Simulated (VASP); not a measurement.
A run of VASP 6.6.1:

INCAR

```
SYSTEM = I
  PREC = Accurate
  ENCUT = 520
  EDIFF = 1E-6
  ISMEAR = -1
  SIGMA = 0.1
  LREAL = .FALSE.
  LASPH = .TRUE.
  NELM = 80
  ALGO = Normal
  ISIF = 2
  LWAVE = .FALSE.
  LCHARG = .FALSE.
  GGA = PE
  NBANDS = 10
```

Contents of KPOINTS:

```
regular mesh
0
G
  11 11 11
  0 0 0
```

Contents of POSCAR:

```
I
1.0
    2.8934737493      0.0000000000      0.0000000000
    0.0000000000      2.8934737493      0.0000000000
    0.0000000000      0.0000000000      2.8934737493
I
1
Direct
    0.0000000000      0.0000000000      0.0000000000
```

Potentials or basis: VASP PAW PBE potentials, release 64 (I).

The run is started by

```console
$ cat potpaw_PBE.64/I/POTCAR > POTCAR
$ mpirun -np 1 vasp_std > vasp.out
```

Hardware: 1 thread of Intel Xeon 8259CL, on a shared host.

Q: Estimate the wall time of this run.

A: Wall time 13 s on 1 thread of Intel Xeon 8259CL, on a shared host, peak memory 0.14 GiB. Counts: scf iterations 11, k points 56.
